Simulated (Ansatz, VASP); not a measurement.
**One calculation of Ag2O, two programs**

Contents of INCAR:

```
PREC     = Accurate       # precision mode
ENCUT    = 600            # plane-wave cutoff, eV
EDIFF    = 1E-6           # SCF threshold, eV
ISMEAR   = -1             # smearing method
SIGMA    = 0.02           # smearing width, eV
LREAL    = F              # projectors in reciprocal space
LASPH    = T              # aspherical terms in the spheres
NELM     = 120            # most SCF steps
ALGO     = Normal         # electronic algorithm
ISIF     = 2              # what is computed and relaxed
LWAVE    = F              # write WAVECAR
LCHARG   = F              # write CHGCAR
GGA      = PE             # functional
NBANDS   = 37             # bands
GGA_COMPAT= F
```

The input KPOINTS:

```
Automatic mesh
0
Gamma
  6 6 6
```

The input POSCAR:

```
Ag2O
1.0
    4.7561179341      0.0000000000      0.0000000000
    0.0000000000      4.7561179341      0.0000000000
    0.0000000000      0.0000000000      4.7561179341
Ag O
4 2
Direct
    0.2500000000      0.2500000000      0.2500000000
    0.2500000000      0.7500000000      0.7500000000
    0.7500000000      0.7500000000      0.2500000000
    0.7500000000      0.2500000000      0.7500000000
    0.0000000000      0.0000000000      0.0000000000
    0.5000000000      0.5000000000      0.5000000000
```

Input for Ansatz:

```yaml
crystal:
  lattice:
    - [4.7561179341, 0.0, 0.0]
    - [0.0, 4.7561179341, 0.0]
    - [0.0, 0.0, 4.7561179341]
  atoms:
    - { symbol: Ag, position: [0.25, 0.25, 0.25] }
    - { symbol: Ag, position: [0.25, 0.75, 0.75] }
    - { symbol: Ag, position: [0.75, 0.75, 0.25] }
    - { symbol: Ag, position: [0.75, 0.25, 0.75] }
    - { symbol: O, position: [0.0, 0.0, 0.0] }
    - { symbol: O, position: [0.5, 0.5, 0.5] }
kpoints:
  mp_grid: { grid: [6, 6, 6] }
  band_path:
    path:
      - [[0.0, 0.0, 0.0], [-1.19104088565e-51, 0.5, -5.124196352562e-69], [0.5, 0.5, -4.724269455816e-35], [0.0, 0.0, 0.0], [0.5, 0.5, 0.5], [-1.19104088565e-51, 0.5, -5.124196352562e-69]]
      - [[0.5, 0.5, 0.5], [0.5, 0.5, -4.724269455816e-35]]
    npoints: 10
hamiltonian:
  xc: pbe
scf:
  occupations: { method: fermi_dirac, width: 0.02 }
  n_extra_bands: 5
output:
  forces: true
  stress: true
  eigenvalues: true
```

Alike in both runs: task single point; functional PBE; k mesh 6 × 6 × 6; occupations fermi-dirac, width 0.02 eV; no spin polarisation.

|  | VASP | Ansatz |
| --- | --- | --- |
| version | VASP 6.6.1 | Ansatz 0.2.0 |
| potentials or method | VASP PAW PBE potentials, release 64 (Ag, O) | plane waves, PAW |
| plane-wave cutoff (eV) | 600 | 420 |
| valence electrons in the cell | 56 | 88 |

```tsv
	VASP	Ansatz	Ansatz less VASP
pressure (GPa)	2.5	2.7	+0.20
```

The functional is the same, so the differences come from potentials, cutoffs and numerics. VASP's potentials hold 56 valence electrons a cell and Ansatz's 88, so a difference there can come from the potentials and not from the codes.
